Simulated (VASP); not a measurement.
# CrRu: single point with LDA

The system is CrRu.

```xyz
2
Lattice="2.6637 0.0000 0.0000 -1.3319 2.3069 0.0000 0.0000 0.0000 4.2180" Properties=species:S:1:pos:R:3 pbc="T T T"
Cr    1.3319    0.7690    0.0000
Ru    0.0000    1.5379    2.1090
```

```
Program                : VASP 6.6.1
Task                   : single point
Functional             : LDA
Potentials or basis    : VASP PAW LDA potentials, release 64 (Cr_pv, Ru_pv)
Cutoff                 : 520 eV
k mesh                 : 12 × 12 × 7
Occupations            : fermi-dirac, width 0.1 eV
Spin                   : collinear spin, ferromagnetic start
Starting moments       : [3.0, 1.5] μB
Dipole correction      : no
Further INCAR settings : ALGO = Normal; EDIFF = 1e-06; NBANDS = 24
```

- Pressure: -16.8 GPa
- Band gap on the k mesh: zero (filled and empty bands overlap)
- Net moment: 0.00 μB per cell
- Valence electrons inside the program's atomic spheres: Cr 10.90; Ru 12.74

Stress tensor (GPa, compression positive):
```
-15.84   0.00   0.00
  0.00 -15.84   0.00
  0.00   0.00 -18.72
```

Levels at points of the mesh, in eV from the Fermi level:
Spin up:
| k point | band 11 | band 12 | band 13 | band 14 | band 15 | band 16 |
| --- | --- | --- | --- | --- | --- | --- |
| (0.00, 0.00, 0.00) | -0.91 | -0.31 | -0.31 | -0.13 | -0.13 | 1.36 |
| (0.50, 0.00, 0.00) | -1.31 | -0.76 | -0.21 | 2.04 | 2.36 | 2.40 |
Spin down:
| k point | band 9 | band 10 | band 11 | band 12 | band 13 | band 14 | band 15 | band 16 | band 17 | band 18 |
| --- | --- | --- | --- | --- | --- | --- | --- | --- | --- | --- |
| (0.00, 0.00, 0.00) | -2.06 | -2.06 | -0.91 | -0.31 | -0.31 | -0.13 | -0.13 | 1.36 | 1.86 | 1.86 |
| (0.50, 0.00, 0.00) | -3.72 | -1.74 | -1.31 | -0.76 | -0.21 | 2.04 | 2.36 | 2.40 | 4.03 | 5.66 |

It took 61 s on 1 thread of Intel(R) Xeon(R) Platinum 8488C (Sapphire Rapids) (shared host), peak memory 0.18 GiB.

Caveat: the cell stands under tension; an empty level that is flat over the whole mesh can mark a ghost state of the potentials, or a narrow d or f band; the moments typed at the start vanished in this run.
